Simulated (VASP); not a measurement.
Set up this calculation in VASP 6.6.1, as the native input.

| Item | Value |
| --- | --- |
| Task | relaxation of cell and atoms |
| Functional | PBEsol |
| Potentials or basis | VASP PAW PBE potentials, release 64 (Si, Ni) |
| Cutoff | 600 eV |
| k mesh | 14 × 14 × 14 |
| Occupations | gaussian, width 0.1 eV |
| Spin | no spin polarisation |
| Dipole correction | no |
| Further INCAR settings | ALGO = Normal; EDIFF = 1e-06; IBRION = 2; EDIFFG = -0.005; NSW = 70; ISIF = 3 |

The structure of Si2Ni lies in POSCAR:

```
Si2Ni
1.0
    0.0000000000      2.7234321187      2.7234321187
    2.7234321187      0.0000000000      2.7234321187
    2.7234321187      2.7234321187      0.0000000000
Si Ni
2 1
Direct
    0.2500000000      0.2500000000      0.2500000000
    0.7500000000      0.7500000000      0.7500000000
    0.0000000000      0.0000000000      0.0000000000
```

These files were run (other wordings do the same):

INCAR

```
SYSTEM = Si2Ni
PREC     = Accurate       ! precision mode
ENCUT    = 600            ! plane-wave cutoff, eV
EDIFF    = 1E-6           ! SCF threshold, eV
ISMEAR   = 0              ! smearing method
SIGMA    = 0.1            ! smearing width, eV
LREAL    = .FALSE.        ! projectors in reciprocal space
LASPH    = .TRUE.         ! aspherical terms in the spheres
NELM     = 100            ! most SCF steps
ALGO     = Normal         ! electronic algorithm
ISIF     = 3              ! what is computed and relaxed
LWAVE    = .FALSE.        ! write WAVECAR
LCHARG   = .FALSE.        ! write CHGCAR
GGA      = PS             ! functional
IBRION   = 2              ! ionic algorithm
NSW      = 70             ! ionic steps
EDIFFG   = -0.005         ! ionic threshold
```

KPOINTS

```
Automatic mesh
0
G
  14 14 14
  0 0 0
```

Potentials or basis: VASP PAW PBE potentials, release 64 (Si, Ni).

Launch:

```bash
$ cat potpaw_PBE.64/Si/POTCAR potpaw_PBE.64/Ni/POTCAR > POTCAR
$ mpirun -np 1 vasp_std > vasp.out
```

It gave:

The relaxed volume is 13.07 Å³/atom and the relaxed cell is a = 3.813 Å, b = 3.813 Å, c = 3.813 Å, α = 60.00°, β = 60.00°, γ = 60.00°. The space group after relaxing (to 0.1 Å) is Fm-3m (No. 225), the energy gained by relaxing is 5.7 meV/atom and the ionic steps are 3. The pressure after relaxing is -0.1 GPa and the band gap on the k mesh is zero (bands 9 and 10 overlap by 2.13 eV).

Caveat: the PAW data sets were made with another functional, which shifts forces and pressure a little.

Run time: 100 s on 1 thread of Intel(R) Xeon(R) Platinum 8259CL CPU @ 2.50GHz (Skylake/Cascade Lake), on a shared host, peak memory 0.23 GiB.
